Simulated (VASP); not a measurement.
# Ta3I2 (R-3c) in VASP: notebook, part 2 of 2

VASP 6.6.1. Earlier steps stand in the parts before.

## (3) Single point, PBE

This run uses another cell than the first one, of 23.69 Å³/atom.

Input file INCAR:

```
SYSTEM = Ta3I2
ALGO = Normal
EDIFF = 1E-6
ENCUT = 520
GGA = PE
ISIF = 2
ISMEAR = 0
LASPH = .True.
LCHARG = .False.
LREAL = .False.
LWAVE = .False.
NBANDS = 58
NELM = 60
PREC = Accurate
SIGMA = 0.1
```

Input file KPOINTS:

```
k-points
0
Gamma
  3 3 3
  0 0 0
```

Input file POSCAR:

```
Ta3I2
1.0
    3.5805215330      2.0672150709      5.3347020205
   -3.5805215330      2.0672150709      5.3347020205
    0.0000000000     -4.1344301418      5.3347020205
Ta I
6 4
Direct
   -0.0295121720      0.5295121720      0.7500000000
    0.7500000000     -0.0295121720      0.5295121720
    0.5295121720      0.7500000000     -0.0295121720
    1.0295121720      0.4704878280      0.2500000000
    0.2500000000      1.0295121720      0.4704878280
    0.4704878280      0.2500000000      1.0295121720
    0.9009110177      0.9009110177      0.9009110177
    0.5990889823      0.5990889823      0.5990889823
    0.0990889823      0.0990889823      0.0990889823
    0.4009110177      0.4009110177      0.4009110177
```

Potentials or basis: VASP PAW PBE potentials, release 64 (Ta_pv, I).

Run with:

```
cat potpaw_PBE.64/Ta_pv/POTCAR potpaw_PBE.64/I/POTCAR > POTCAR
mpirun -np 1 vasp_std > vasp.out
```

It took 70 s on 1 thread of Intel Xeon 6975P-C (Granite Rapids), shared host; peak memory 0.36 GiB.

Results (log left out):

* Free energy: -65.6135 eV
* Pressure: -0.1 GPa
* Largest force: 0.005 eV/Å
* Band gap on the k mesh: zero (bands 47 and 48 overlap by 0.48 eV)

Forces in eV/Å, atoms in the order of the input:
```
Ta  -0.005  0.000  0.000
Ta   0.002 -0.004  0.000
Ta   0.002  0.004  0.000
Ta   0.005  0.000  0.000
Ta  -0.002  0.004  0.000
Ta  -0.002 -0.004  0.000
I    0.000  0.000  0.005
I    0.000  0.000 -0.005
I    0.000  0.000 -0.005
I    0.000  0.000  0.005
```

Stress tensor (GPa, compression positive):
```
-0.10  0.00  0.00
 0.00 -0.10  0.00
 0.00  0.00  0.05
```

Levels at points of the mesh, in eV from the Fermi level:
```tsv
k point	band 43	band 44	band 45	band 46	band 47	band 48	band 49	band 50	band 51	band 52
(0.00, 0.00, 0.00)	-1.50	-1.37	-1.37	-1.37	-1.29	0.65	0.78	0.78	0.87	0.87
```

Caveat: the k points lie up to 0.36 Å⁻¹ apart; spin-orbit coupling is left out, which moves the levels of the heavy elements.

## (4) Relaxation of cell and atoms, PBE

Input file INCAR:

```
PREC = Accurate
ENCUT = 600
EDIFF = 1E-6
ISMEAR = 0
SIGMA = 0.1
LREAL = False
LASPH = True
NELM = 60
ALGO = Normal
ISIF = 3
LWAVE = False
LCHARG = False
GGA = PE
IBRION = 2
NSW = 90
EDIFFG = -0.04
```

Input file KPOINTS:

```
regular mesh
0
Gamma
  3 3 3
```

Input file POSCAR:

```
Ta3I2
1.0
    3.5198266386      2.0321728573      6.4066130567
   -3.5198266386      2.0321728573      6.4066130567
    0.0000000000     -4.0643457147      6.4066130567
Ta I
6 4
Direct
    0.0562500000      0.4437500000      0.7500000000
    0.7500000000      0.0562500000      0.4437500000
    0.4437500000      0.7500000000      0.0562500000
    0.9437500000      0.5562500000      0.2500000000
    0.2500000000      0.9437500000      0.5562500000
    0.5562500000      0.2500000000      0.9437500000
    0.8521800000      0.8521800000      0.8521800000
    0.6478200000      0.6478200000      0.6478200000
    0.1478200000      0.1478200000      0.1478200000
    0.3521800000      0.3521800000      0.3521800000
```

Run with:

```
cat potpaw_PBE.64/Ta_pv/POTCAR potpaw_PBE.64/I/POTCAR > POTCAR
mpirun -np 1 vasp_std > vasp.out
```

Run time: 49 min. Hardware: 1 thread of Intel Xeon 6975P-C (Granite Rapids), shared host; peak memory 0.66 GiB.

Results (log left out):

```yaml
Free_energy: -65.6166 eV
Relaxed_volume: 23.66 Å³/atom
Relaxed_cell: a = 6.746 Å, b = 6.746 Å, c = 6.746 Å, α = 64.08°, β = 64.08°, γ = 64.08°
Space_group_after_relaxing_to_0.1_Å: R-3c (No. 167)
Energy_gained_by_relaxing: 947.7 meV/atom
Ionic_steps: 40
Pressure_after_relaxing: 0.0 GPa
Largest_force_after_relaxing: 0.026 eV/Å
Band_gap_on_the_k_mesh: zero (bands 47 and 48 overlap by 0.48 eV)
```

Forces on the atoms (eV/Å):
```
Ta  -0.026  0.000  0.000
Ta   0.013 -0.023  0.000
Ta   0.013  0.023  0.000
Ta   0.026  0.000  0.000
Ta  -0.013  0.023  0.000
Ta  -0.013 -0.023  0.000
I    0.000  0.000 -0.013
I    0.000  0.000  0.013
I    0.000  0.000  0.013
I    0.000  0.000 -0.013
```

Stress tensor (GPa, compression positive):
```
-0.07  0.00  0.00
 0.00 -0.07  0.00
 0.00  0.00  0.06
```

The path:
| step | energy change (eV) | largest force (eV/Å) | pressure (GPa) | volume (Å³) |
| --- | --- | --- | --- | --- |
| 1 | 0.0000 | 0.7820 | -8.15 | 274.96 |
| 2 | -0.2841 | 0.9562 | 12.74 | 222.94 |
| 3 | -0.9659 | 0.7986 | 0.87 | 244.39 |
| 4 | -1.4352 | 1.2309 | 1.12 | 242.72 |
| 5 | -2.9088 | 3.1630 | 3.09 | 236.54 |
| 6 | -0.7552 | 8.9555 | 21.93 | 218.49 |
| 7 | -2.8873 | 4.9774 | 7.10 | 231.95 |
| 8 | -2.9514 | 5.0039 | 7.00 | 232.03 |
| 9 | -3.1325 | 5.0830 | 6.74 | 232.26 |
| 10 | -3.4488 | 5.2466 | 6.34 | 232.64 |
| 11 | -3.8989 | 5.5281 | 6.07 | 233.08 |
| 12 | -3.7350 | 5.6576 | 8.03 | 232.68 |
| 13 | -3.9193 | 5.7730 | 6.92 | 233.08 |
| 14 | -4.5553 | 5.0233 | 4.24 | 235.41 |
| 15 | -5.7133 | 2.8924 | -2.22 | 242.42 |
| 16 | -4.8406 | 1.6835 | -8.80 | 256.48 |
| 17 | -5.8781 | 1.8094 | -4.74 | 246.26 |
| 18 | -6.2211 | 1.7439 | -4.47 | 243.21 |
| 19 | -7.1669 | 1.5280 | -3.17 | 234.09 |
| 20 | -8.3064 | 0.8040 | 2.97 | 216.08 |
| 21 | -8.3174 | 0.5234 | 5.76 | 211.36 |
| 22 | -8.3333 | 0.6383 | 4.63 | 213.22 |
| 23 | -8.5260 | 0.5295 | 1.54 | 217.72 |
| 24 | -8.5566 | 0.8229 | -0.31 | 221.09 |
| 25 | -8.5575 | 0.7860 | -0.08 | 220.64 |
| 26 | -8.6311 | 0.7694 | -0.26 | 221.42 |
| 27 | -8.8547 | 0.7867 | -0.55 | 223.71 |
| 28 | -9.2355 | 0.6514 | 0.10 | 228.11 |
| 29 | -8.4503 | 1.9560 | 7.19 | 236.20 |
| 30 | -9.2928 | 0.5582 | 0.50 | 229.40 |
| 31 | -9.3169 | 0.3403 | 1.31 | 230.87 |
| 32 | -9.4058 | 0.1518 | 0.65 | 234.64 |
| 33 | -9.4411 | 0.1564 | 0.13 | 239.50 |
| 34 | -9.4417 | 0.1227 | 0.17 | 238.96 |
| 35 | -9.4662 | 0.1194 | -0.35 | 238.66 |
| 36 | -9.4702 | 0.1151 | -0.62 | 238.48 |
| 37 | -9.4755 | 0.1154 | 0.07 | 236.70 |
| 38 | -9.4756 | 0.1154 | 0.12 | 236.56 |
| 39 | -9.4769 | 0.0668 | 0.07 | 236.57 |
| 40 | -9.4774 | 0.0261 | -0.02 | 236.59 |

Final structure:
```xyz
10
Lattice="3.5789 2.0663 5.3322 -3.5789 2.0663 5.3322 0.0000 -4.1325 5.3322" Properties=species:S:1:pos:R:3 pbc="T T T"
Ta    1.5806    0.0000   11.9974
Ta   -0.7903    1.3688   11.9974
Ta   -0.7903   -1.3688   11.9974
Ta   -1.5806    0.0000    3.9991
Ta    0.7903   -1.3688    3.9991
Ta    0.7903    1.3688    3.9991
I     0.0000    0.0000   14.4124
I     0.0000    0.0000    9.5824
I     0.0000    0.0000    1.5841
I     0.0000    0.0000    6.4141
```

Levels at points of the mesh, in eV from the Fermi level:
| k point | band 44 | band 45 | band 46 | band 47 | band 48 | band 49 | band 50 | band 51 |
| --- | --- | --- | --- | --- | --- | --- | --- | --- |
| (0.00, 0.00, 0.00) | -1.37 | -1.37 | -1.37 | -1.28 | 0.65 | 0.78 | 0.78 | 0.87 |

Caveat: the k points lie up to 0.36 Å⁻¹ apart in the final cell; spin-orbit coupling is left out, which moves the levels of the heavy elements.

## (5) Single point, PBE

This run uses another cell than the first one, of 23.52 Å³/atom.

Input file INCAR:

```
SYSTEM = Ta3I2
  PREC = Accurate
  ENCUT = 520
  EDIFF = 1E-6
  ISMEAR = 0
  SIGMA = 0.1
  LREAL = .FALSE.
  LASPH = .TRUE.
  NELM = 100
  ALGO = Normal
  ISIF = 2
  LWAVE = .FALSE.
  LCHARG = .FALSE.
  GGA = PE
  NBANDS = 58
```

Input file KPOINTS:

```
regular mesh
0
G
  6 6 6
  0 0 0
```

Input file POSCAR:

```
Ta3I2
1.0
    3.5698408715      2.0610485881      5.3287156025
   -3.5698408715      2.0610485881      5.3287156025
    0.0000000000     -4.1220971762      5.3287156025
Ta I
6 4
Direct
    0.9721443043      0.5278556957      0.7500000000
    0.7500000000      0.9721443043      0.5278556957
    0.5278556957      0.7500000000      0.9721443043
    0.0278556957      0.4721443043      0.2500000000
    0.2500000000      0.0278556957      0.4721443043
    0.4721443043      0.2500000000      0.0278556957
    0.9014427489      0.9014427489      0.9014427489
    0.5985572511      0.5985572511      0.5985572511
    0.0985572511      0.0985572511      0.0985572511
    0.4014427489      0.4014427489      0.4014427489
```

Run with:

```
cat potpaw_PBE.64/Ta_pv/POTCAR potpaw_PBE.64/I/POTCAR > POTCAR
mpirun -np 1 vasp_std > vasp.out
```

Run time: 5.4 min. Hardware: 1 thread of Intel Xeon 6975P-C (Granite Rapids), shared host; peak memory 0.52 GiB.

The run converged. Its results:

```
Free energy            : -65.7306 eV
Pressure               : 0.0 GPa
Largest force          : 0.008 eV/Å
Band gap on the k mesh : zero (bands 47 and 48 overlap by 1.04 eV)
```

Forces on the atoms (eV/Å):
```
Ta  -0.008  0.000  0.000
Ta   0.004 -0.007  0.000
Ta   0.004  0.007  0.000
Ta   0.008  0.000  0.000
Ta  -0.004  0.007  0.000
Ta  -0.004 -0.007  0.000
I    0.000  0.000  0.004
I    0.000  0.000 -0.004
I    0.000  0.000 -0.004
I    0.000  0.000  0.004
```

Levels at points of the mesh, in eV from the Fermi level:
```csv
k point,band 45,band 46,band 47,band 48,band 49,band 50
"(0.00, 0.00, 0.00)",-1.36,-1.32,-1.22,0.66,0.82,0.82
"(0.50, 0.00, 0.00)",-0.60,-0.60,-0.13,-0.13,0.51,0.51
"(0.50, 0.50, 0.00)",-0.46,-0.38,-0.29,0.13,0.42,0.65
"(0.50, 0.50, 0.50)",-1.53,-1.53,0.88,0.88,0.98,0.98
```

Caveat: spin-orbit coupling is left out, which moves the levels of the heavy elements.

## (6) Overview

```csv
task,cell,k mesh,cutoff (eV),gap on the mesh (eV),pressure (GPa),largest force (eV/Å)
single point,"a = 7.587 Å, angles 55.3°, 10 atoms, atomic positions A",3 × 3 × 3,520,none,-8.2,0.78
single point,"a = 6.749 Å, angles 64.1°, 10 atoms, atomic positions B",3 × 3 × 3,520,none,-0.1,0.01
relaxation of cell and atoms,"relaxed from a = 7.587 Å, angles 55.3°, 10 atoms, atomic positions A",3 × 3 × 3,600,none,0.0,0.03
single point,"a = 6.737 Å, angles 64.0°, 10 atoms, atomic positions B",6 × 6 × 6,520,none,0.0,0.01
```

Alike in all rows: level PBE; potentials or basis VASP PAW PBE potentials, release 64 (Ta_pv, I); no spin polarisation; smearing gaussian 0.1 eV.

Caveats: some runs use coarse meshes; spin-orbit coupling is left out, which moves the levels of the heavy elements.

Absolute energies hang on the potentials; compare differences alone.
